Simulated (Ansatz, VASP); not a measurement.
# V: VASP beside Ansatz

The input INCAR:

```
SYSTEM = V
PREC = Accurate
ENCUT = 520
EDIFF = 1E-6
ISMEAR = 0
SIGMA = 0.1
LREAL = .FALSE.
LASPH = .TRUE.
NELM = 150
ALGO = Normal
ISIF = 2
LWAVE = .FALSE.
LCHARG = .TRUE.
ISPIN = 2
MAGMOM = 2 2
LORBIT = 11
LMAXMIX = 4
GGA = PE
LELF = .TRUE.
LVHAR = .TRUE.
NBANDS = 24
```

File KPOINTS:

```
Automatic mesh
0
G
  8 8 8
  0 0 0
```

The input POSCAR:

```
V
1.0
   -2.3544392031      2.3544392031      1.2843900470
    2.3544392031     -2.3544392031      1.2843900470
    2.3544392031      2.3544392031     -1.2843900470
V
2
Direct
    0.0000000000      0.0000000000      0.0000000000
    0.7500000000      0.2500000000      0.5000000000
```

Input for Ansatz:

```yaml
crystal:
  lattice:
    - [-2.3544392031, 2.3544392031, 1.284390047]
    - [2.3544392031, -2.3544392031, 1.284390047]
    - [2.3544392031, 2.3544392031, -1.284390047]
  atoms:
    - { symbol: V, position: [0.0, 0.0, 0.0], spin: 2.0 }
    - { symbol: V, position: [0.75, 0.25, 0.5], spin: 2.0 }
basis:
  ecutwfc: 420
kpoints:
  mp_grid: { grid: [8, 8, 8] }
hamiltonian:
  xc: pbe
scf:
  occupations: { method: gaussian, width: 0.1 }
  lower_state_search: "off"
output:
  forces: true
  stress: true
  eigenvalues: true
  populations: true
magnetization:
  spin_polarized: true
```

Alike in both runs: task single point; functional PBE; k mesh 8 × 8 × 8; occupations gaussian, width 0.1 eV; collinear spin.

```csv
,VASP,Ansatz
version,VASP 6.6.1,Ansatz 0.2.0
potentials or method,"VASP PAW PBE potentials, release 64 (V_sv), cutoff 520 eV","scalar-relativistic, plane waves, PAW"
valence electrons in the cell,26,26
```

```tsv
	VASP	Ansatz	Ansatz less VASP
gap on the k mesh at the Fermi level (eV)	none	none	-
pressure (GPa)	-2.4	-2.7	-0.26
traceless stress, the component that is largest in VASP (GPa)	1.05	1.11	+0.064
net moment per atom (μB)	0.00	0.00	0.000
```

A gap of «none» marks a metal or a gap that the smearing closes. Ansatz's warnings: seeded moment not kept.
